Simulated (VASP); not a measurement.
# KTaSe3 (Pm-3m) in VASP: a series of runs

The runs below take KTaSe3 through single point, with PBE.

Program: VASP 6.6.1. These are calculated values, not measurements. Logs are shortened: lines on timing, memory, paths and dates and some standing lists are left out, and cuts for length are marked.

## Step 1: The cell of the first run

Symmetry: Pm-3m, No. 221, cubic system. The conventional cell has a = 5.010 Å, b = 5.010 Å, c = 5.010 Å, α = 90.00°, β = 90.00°, γ = 90.00°. K (site symmetry m-3m) has 12 Se at 3.54 Å and 8 Ta at 4.34 Å within 4.7 Å. Ta (site symmetry m-3m) has 6 Se at 2.51 Å within 3.3 Å. Se (site symmetry 4/mmm) has 2 Ta at 2.51 Å within 3.3 Å.

## Step 2: Single point, PBE (25.15 Å³/atom)

File INCAR:

```
ALGO = Normal
EDIFF = 1E-6
ENCUT = 520
GGA = PE
ISIF = 2
ISMEAR = 0
LASPH = T
LCHARG = F
LREAL = F
LWAVE = F
NBANDS = 27
NELM = 60
PREC = Accurate
SIGMA = 0.1
```

File KPOINTS:

```
k-points
0
Gamma
  8 8 8
```

File POSCAR:

```
KTaSe3
1.0
    5.0101052459      0.0000000000      0.0000000000
    0.0000000000      5.0101052459      0.0000000000
    0.0000000000      0.0000000000      5.0101052459
K Ta Se
1 1 3
Direct
    0.0000000000      0.0000000000      0.0000000000
    0.5000000000      0.5000000000      0.5000000000
    0.0000000000      0.5000000000      0.5000000000
    0.5000000000      0.0000000000      0.5000000000
    0.5000000000      0.5000000000      0.0000000000
```

Potentials or basis: VASP PAW PBE potentials, release 64 (K_sv, Ta_pv, Se).

Command:

```console
$ cat potpaw_PBE.64/K_sv/POTCAR potpaw_PBE.64/Ta_pv/POTCAR potpaw_PBE.64/Se/POTCAR > POTCAR
$ mpirun -np 1 vasp_std > vasp.out
```

OUTCAR:

```text
EDIFF = 1E-6
   ENCUT = 520
   GGA = PE
   ISIF = 2
   ISMEAR = 0
   LASPH = T
   LREAL = F
   NELM = 60
   PREC = Accurate

 ion  position               nearest neighbor table
   1  0.000  0.000  0.000-
   2  0.500  0.500  0.500-   3 2.51   4 2.51   5 2.51   5 2.51   4 2.51   3 2.51
   3  0.000  0.500  0.500-   2 2.51   2 2.51
   4  0.500  0.000  0.500-   2 2.51   2 2.51
   5  0.500  0.500  0.000-   2 2.51   2 2.51

  LATTYP: Found a simple cubic cell.
 ALAT       =     5.0101052459

  Lattice vectors:

 A1 = (   5.0101052459,   0.0000000000,   0.0000000000)
 A2 = (   0.0000000000,   5.0101052459,   0.0000000000)
 A3 = (   0.0000000000,   0.0000000000,   5.0101052459)

Analysis of symmetry for initial positions (statically):
=====================================================================
 Subroutine PRICEL returns:
 Original cell was already a primitive cell.

 Routine SETGRP: Setting up the symmetry group for a
 simple cubic supercell.

 Subroutine GETGRP returns: Found 48 space group operations
 (whereof 48 operations were pure point group operations)
 out of a pool of 48 trial point group operations.

The static configuration has the point symmetry O_h .

Analysis of symmetry for dynamics (positions and initial velocities):
=====================================================================
 Subroutine PRICEL returns:
 Original cell was already a primitive cell.

 Routine SETGRP: Setting up the symmetry group for a
 simple cubic supercell.

 Subroutine GETGRP returns: Found 48 space group operations
 (whereof 48 operations were pure point group operations)
 out of a pool of 48 trial point group operations.

The dynamic configuration has the point symmetry O_h .

 Subroutine INISYM returns: Found 48 space group operations
 (whereof 48 operations are pure point group operations),
 and found     1 'primitive' translations

----------------------------------------------------------------------------------------

                                     Primitive cell

  volume of cell :     125.7594

  direct lattice vectors                    reciprocal lattice vectors
     5.010105246  0.000000000  0.000000000     0.199596605  0.000000000  0.000000000
     0.000000000  5.010105246  0.000000000     0.000000000  0.199596605  0.000000000
     0.000000000  0.000000000  5.010105246     0.000000000  0.000000000  0.199596605

  length of vectors
     5.010105246  5.010105246  5.010105246     0.199596605  0.199596605  0.199596605

  position of ions in fractional coordinates (direct lattice)
     0.000000000  0.000000000  0.000000000
     0.500000000  0.500000000  0.500000000
     0.000000000  0.500000000  0.500000000
     0.500000000  0.000000000  0.500000000
     0.500000000  0.500000000  0.000000000

  ion indices of the primitive-cell ions
   primitive index   ion index
                 1           1
                 2           2
                 3           3
                 4           4
                 5           5

----------------------------------------------------------------------------------------

 KPOINTS: k-points

Automatic generation of k-mesh.
 Grid dimensions read from file:
 generate k-points for:    8    8    8

 Generating k-lattice:

  Cartesian coordinates                     Fractional coordinates (reciprocal lattice)
     0.024949576  0.000000000  0.000000000     0.125000000  0.000000000  0.000000000
     0.000000000  0.024949576  0.000000000     0.000000000  0.125000000  0.000000000
     0.000000000  0.000000000  0.024949576     0.000000000  0.000000000  0.125000000

  Length of vectors
     0.024949576  0.024949576  0.024949576

  Shift w.r.t. Gamma in fractional coordinates (k-lattice)
     0.000000000  0.000000000  0.000000000

 Subroutine IBZKPT returns following result:
 ===========================================

 Found     35 irreducible k-points:

 Following reciprocal coordinates:
            Coordinates               Weight
  0.000000  0.000000  0.000000      1.000000
  0.125000  0.000000  0.000000      6.000000
  0.250000  0.000000  0.000000      6.000000
  0.375000  0.000000  0.000000      6.000000
  0.500000  0.000000  0.000000      3.000000
  0.125000  0.125000  0.000000     12.000000
[... 16 lines left out ...]
  0.375000  0.375000  0.125000     24.000000
  0.500000  0.375000  0.125000     24.000000
 [... further k-points ...]
   k-points           NKPTS =     35   k-points in BZ     NKDIM =     35   number of bands    NBANDS=     27
   number of dos      NEDOS =    301   number of ions     NIONS =      5
   total plane-waves  NPLWV =  64000
   dimension x,y,z NGX =    40 NGY =   40 NGZ =   40
   dimension x,y,z NGXF=    80 NGYF=   80 NGZF=   80
   ions per type =               1   1   3
   NGX,Y,Z   is equivalent  to a cutoff of  13.27, 13.27, 13.27 a.u.
   NGXF,Y,Z  is equivalent  to a cutoff of  26.55, 26.55, 26.55 a.u.
 SYSTEM =  unknown system
   PREC   = accura    normal or accurate (medium, high low for compatibility)
   ISTART =      0    job   : 0-new  1-cont  2-samecut
   ICHARG =      2    charge: 1-file 2-atom 10-const
   ISPIN  =      1    spin polarized calculation?
   LNONCOLLINEAR =      F non collinear calculations
   LSORBIT =      F    spin-orbit coupling
   LASPH  =      T    aspherical Exc in radial PAW
   ENCUT  =  520.0 eV  38.22 Ry    6.18 a.u.   9.32  9.32  9.32*2*pi/ulx,y,z
   NELM   =     60;   NELMIN=  2; NELMDL= -5     # of ELM steps
   EDIFF  = 0.1E-05   stopping-criterion for ELM
   LREAL  =      F    real-space projection
[... 7 lines left out ...]
   TEBEG  =    0.0;   TEEND  =   0.0 temperature during run
   PSTRESS=    0.0 pullay stress
   NELECT =      38.0000    total number of electrons
   NUPDOWN=      -1.0000    fix difference up-down
   EMIN   =  10.00;   EMAX   =-10.00  energy-range for DOS
   EFERMI =   0.00;   METHOD = LEGACY
   ISMEAR =     0;   SIGMA  =   0.10  broadening in eV -4-tet -1-fermi 0-gaus
   EFERMI_NEDOS =   21; number of points for ismear=-14 and -15
   IALGO  =     38    algorithm
   IMIX   =      4    mixing-type and parameters
     AMIX     =   0.40;   BMIX     =  1.00
     AMIX_MAG =   1.60;   BMIX_MAG =  1.00
  volume/ion in A,a.u.               =      25.15       169.73
  Fermi-wavevector in a.u.,A,eV,Ry     =   1.098557  2.075971 16.419879  1.206827
  Thomas-Fermi vector in A             =   2.234936
   LORBIT       =      0    0 simple, 1 ext, 2 COOP (PROOUT), +10 PAW based schemes
   GGA     = PE    functional components
   LHFCALC =     F    Hartree Fock is set to
   AEXX    =    0.0000 exact exchange contribution
   IVDW    =     0    specifies the selected vdW correction
   LEPSILON=     F    determine dielectric tensor
   LRPA    =     F    only Hartree local field effects (RPA)
 non-spin polarized calculation
 Gauss-broadening in eV      SIGMA  =   0.10
  energy-cutoff  :      520.00
  volume of cell :      125.76
 maximum number of plane-waves:      3448
 NGX is ok and might be reduce to    40
   NGX = 19   NGY = 19   NGZ = 19

 number of electron      37.9999988 magnetization

 Free energy of the ion-electron system (eV)
  ---------------------------------------------------
  ext. energy  EPLUGINS =         0.00000000
  ---------------------------------------------------
  free energy    TOTEN  =       -27.05155999 eV

  energy without entropy =      -27.03627374  energy(sigma->0) =      -27.04391687

 E-fermi :   3.0523     XC(G=0):  -9.3398

 val. band max:        3.0362849882   @ k =   0.1250   0.1250   0.0000
 cond. band min:       3.0792030551   @ k =   0.5000   0.3750   0.3750
 fundamental gap:      0.0429180668
 Fermi energy:         3.0522890623

 k-point     1 :       0.0000    0.0000    0.0000
  band No.  band energies     occupation
      1     -32.6726      2.00000
      2     -32.6726      2.00000
      3     -32.6726      2.00000
      4     -26.9637      2.00000
      5     -10.9336      2.00000
      6     -10.4709      2.00000
[... 19 lines left out ...]
     26       7.2667      0.00000
     27       7.5050      0.00000

 k-point     2 :       0.1250    0.0000    0.0000
  band No.  band energies     occupation
      1     -32.6730      2.00000
      2     -32.6726      2.00000
      3     -32.6726      2.00000
      4     -26.9636      2.00000
      5     -10.9175      2.00000
      6     -10.4701      2.00000
[... 19 lines left out ...]
     26       7.5524      0.00000
     27       7.7774      0.00000

 k-point     3 :       0.2500    0.0000    0.0000
  band No.  band energies     occupation
      1     -32.6738      2.00000
      2     -32.6725      2.00000
      3     -32.6725      2.00000
      4     -26.9633      2.00000
      5     -10.9028      2.00000
      6     -10.4682      2.00000
[... 19 lines left out ...]
     26       7.8987      0.00000
     27       8.4887      0.00000

 k-point     4 :       0.3750    0.0000    0.0000
  band No.  band energies     occupation
      1     -32.6747      2.00000
      2     -32.6724      2.00000
      3     -32.6724      2.00000
      4     -26.9630      2.00000
      5     -10.9114      2.00000
      6     -10.4663      2.00000
[... 19 lines left out ...]
     26       8.4232      0.00000
     27       9.0830      0.00000
[... 516 lines left out ...]
      4     -26.9624      2.00000
      5     -10.7262      2.00000
      6     -10.5236      2.00000
[... 19 lines left out ...]
     26       9.2968      0.00000
     27       9.9012      0.00000

 k-point    23 :       0.3750    0.3750    0.1250
  band No.  band energies     occupation
      1     -32.6744      2.00000
      2     -32.6744      2.00000
      3     -32.6724      2.00000
      4     -26.9623      2.00000
      5     -10.6421      2.00000
      6     -10.5551      2.00000
[... 19 lines left out ...]
     26       9.3159      0.00000
     27       9.7508      0.00000

 k-point    24 :       0.5000    0.3750    0.1250
  band No.  band energies     occupation
      1     -32.6747      2.00000
      2     -32.6743      2.00000
      3     -32.6724      2.00000
      4     -26.9622      2.00000
      5     -10.6161      2.00000
      6     -10.5551      2.00000
[... 19 lines left out ...]
     26       9.6465      0.00000
     27       9.7979      0.00000

 [... further k-points ...]
[... 5 lines left out ...]
  --------------------------------------------------------------------------------------
  -------------------------------------------------------------------------------------
  Total        3.8086165      3.8086165      3.8086165     -0.0000000      0.0000000      0.0000000
  in kB       48.5218415     48.5218415     48.5218415     -0.0000000      0.0000000      0.0000000
  external PRESSURE =      48.5218415 kB  Pullay stress =       0.0000000 kB

 VOLUME and BASIS-vectors are now :
 -----------------------------------------------------------------------------
  energy-cutoff  :      520.00
  volume of cell :      125.76
      direct lattice vectors                 reciprocal lattice vectors
     5.010105246  0.000000000  0.000000000     0.199596605  0.000000000  0.000000000
     0.000000000  5.010105246  0.000000000     0.000000000  0.199596605  0.000000000
     0.000000000  0.000000000  5.010105246     0.000000000  0.000000000  0.199596605

 POSITION                                       TOTAL-FORCE (eV/Angst)
 -----------------------------------------------------------------------------------
      0.00000      0.00000      0.00000         0.000000      0.000000      0.000000
      2.50505      2.50505      2.50505         0.000000      0.000000      0.000000
      0.00000      2.50505      2.50505         0.000000      0.000000      0.000000
      2.50505      0.00000      2.50505         0.000000      0.000000      0.000000
      2.50505      2.50505      0.00000         0.000000      0.000000      0.000000
 -----------------------------------------------------------------------------------
    total drift:                                0.000000     -0.000000     -0.000000

  FREE ENERGIE OF THE ION-ELECTRON SYSTEM (eV)
  ---------------------------------------------------
  free  energy   TOTEN  =       -27.0515599942 eV

  energy  without entropy=      -27.0362737421  energy(sigma->0) =      -27.04391687
```

It took 3.2 min on 1 thread of Intel Xeon 8259CL, shared host; peak memory 0.31 GiB.

Results:

- Free energy: -27.0516 eV
- Pressure: 4.9 GPa
- Band gap on the k mesh: zero (bands 19 and 20 overlap by 1.00 eV)

Levels at points of the mesh, in eV from the Fermi level:
| k point | band 16 | band 17 | band 18 | band 19 | band 20 | band 21 | band 22 | band 23 |
| --- | --- | --- | --- | --- | --- | --- | --- | --- |
| (0.00, 0.00, 0.00) | -1.30 | -0.83 | -0.83 | -0.83 | -0.50 | -0.50 | -0.50 | 1.51 |
| (0.50, 0.00, 0.00) | -2.71 | -1.89 | -0.84 | -0.84 | -0.77 | 1.57 | 2.01 | 2.01 |
| (0.50, 0.50, 0.00) | -2.87 | -2.11 | -2.11 | 0.14 | 1.94 | 1.96 | 1.96 | 2.07 |
| (0.50, 0.50, 0.50) | -4.58 | 0.20 | 0.20 | 0.20 | 2.25 | 2.25 | 2.25 | 3.51 |

Caveat: the cell stands under pressure; spin-orbit coupling is left out, which moves the levels of the heavy elements.

## Step 3: Single point, PBE (25.95 Å³/atom)

This run uses another cell than the first one, of 25.95 Å³/atom.

File INCAR:

```
SYSTEM = KTaSe3
ALGO = Normal
EDIFF = 1E-7
ENCUT = 520
GGA = PE
ISIF = 2
ISMEAR = 0
LASPH = .True.
LCHARG = .True.
LELF = .True.
LREAL = .False.
LVHAR = .True.
LWAVE = .False.
NBANDS = 27
NELM = 80
PREC = Accurate
SIGMA = 0.1
```

File KPOINTS:

```
k-points
0
Gamma
  8 8 8
  0 0 0
```

POSCAR, as its differences from that of step 2:

```diff
@@ -2,5 +2,5 @@
 1.0
-    5.0101052459      0.0000000000      0.0000000000
-    0.0000000000      5.0101052459      0.0000000000
-    0.0000000000      0.0000000000      5.0101052459
+    5.0628470717      0.0000000000      0.0000000000
+    0.0000000000      5.0628470717      0.0000000000
+    0.0000000000      0.0000000000      5.0628470717
 K Ta Se
```

Potentials or basis: VASP PAW PBE potentials, release 64 (K_sv, Ta_pv, Se).

Command:

```console
$ cat potpaw_PBE.64/K_sv/POTCAR potpaw_PBE.64/Ta_pv/POTCAR potpaw_PBE.64/Se/POTCAR > POTCAR
$ mpirun -np 1 vasp_std > vasp.out
```

Wall time 2.7 min (1 thread of Intel Xeon 8259CL, shared host); peak memory 0.32 GiB.

Results (log left out):

| Quantity | Value |
| --- | --- |
| Free energy | -27.1406 eV |
| Pressure | 2.3 GPa |
| Band gap on the k mesh | zero (bands 19 and 20 overlap by 0.94 eV) |

Levels at points of the mesh, in eV from the Fermi level:
```tsv
k point	band 15	band 16	band 17	band 18	band 19	band 20	band 21	band 22	band 23	band 24
(0.00, 0.00, 0.00)	-1.25	-1.25	-0.77	-0.77	-0.77	-0.52	-0.52	-0.52	1.41	1.41
(0.50, 0.00, 0.00)	-3.08	-2.62	-1.79	-0.83	-0.83	-0.71	1.46	1.92	1.92	2.27
(0.50, 0.50, 0.00)	-3.13	-2.84	-2.04	-2.04	0.12	1.80	1.88	1.88	2.00	5.89
(0.50, 0.50, 0.50)	-4.42	-4.42	0.18	0.18	0.18	2.17	2.17	2.17	3.55	5.13
```

Caveat: spin-orbit coupling is left out, which moves the levels of the heavy elements.

The gap in the log of VASP goes by the Fermi energy; the results here count the filled bands.